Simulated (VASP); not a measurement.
Write the native input for VASP 6.6.1 that does the following.

```yaml
Task: single point
Functional: r2SCAN
Potentials_or_basis: VASP PAW PBE potentials, release 64 (Te, Sn_d)
Cutoff: 520 eV
k_mesh: 6 × 6 × 6
Occupations: fermi-dirac, width 0.05 eV
Spin: no spin polarisation
Dipole_correction: no
Further_INCAR_settings: ALGO = Normal; EDIFF = 1e-07; NBANDS = 24
```

Crystal: SnTe3.

```
Te Sn
1.0
     0.00000    3.88679    3.88679
     3.88679    0.00000    3.88679
     3.88679    3.88679    0.00000
Te Sn
3 1
Direct
  0.50000 0.50000 0.50000
  0.75000 0.75000 0.75000
  0.25000 0.25000 0.25000
  0.00000 0.00000 0.00000
```

These files were run (other wordings do the same):

POSCAR

```
SnTe3
1.0
    0.0000000000      3.8867907320      3.8867907320
    3.8867907320      0.0000000000      3.8867907320
    3.8867907320      3.8867907320      0.0000000000
Te Sn
3 1
Direct
    0.5000000000      0.5000000000      0.5000000000
    0.7500000000      0.7500000000      0.7500000000
    0.2500000000      0.2500000000      0.2500000000
    0.0000000000      0.0000000000      0.0000000000
```

INCAR.step1

```
SYSTEM = SnTe3
PREC = Accurate ; ENCUT = 520
ISMEAR = -1 ; SIGMA = 0.05
LREAL = .False. ; LASPH = .True.
NELM = 80 ; NBANDS = 24
GGA = PE ; ALGO = Normal
EDIFF = 1E-4 ; LWAVE = .True.
LCHARG = .False.
```

INCAR.step2

```
SYSTEM = SnTe3
PREC = Accurate ; ENCUT = 520
EDIFF = 1E-7 ; ISMEAR = -1
SIGMA = 0.05 ; LREAL = .False.
LASPH = .True. ; NELM = 80
ALGO = Normal ; ISIF = 2
LWAVE = .False. ; LCHARG = .False.
METAGGA = R2SCAN ; LMIXTAU = .True.
NBANDS = 24 ; ISTART = 1
```

KPOINTS

```
Automatic mesh
0
Gamma
  6 6 6
  0 0 0
```

Potentials or basis: VASP PAW PBE potentials, release 64 (Te, Sn_d).

Command:

```sh
$ cat potpaw_PBE.64/Te/POTCAR potpaw_PBE.64/Sn_d/POTCAR > POTCAR
$ cp INCAR.step1 INCAR
$ mpirun -np 1 vasp_std > vasp.out
$ cp INCAR.step2 INCAR
$ mpirun -np 1 vasp_std > vasp.out
```

Results of the run:

- Pressure: -1.0 GPa
- Band gap on the k mesh: zero (band 16 reaches 7.77 eV, above the bottom of band 17 at 5.49 eV)

Caveat: the PAW data sets were made with another functional, which shifts forces and pressure a little; spin-orbit coupling is left out, which moves the levels of the heavy elements.

Wall time 2.2 min on 1 thread of Intel(R) Xeon(R) Platinum 8488C (Sapphire Rapids), with other jobs on the host, peak memory 0.3 GiB.
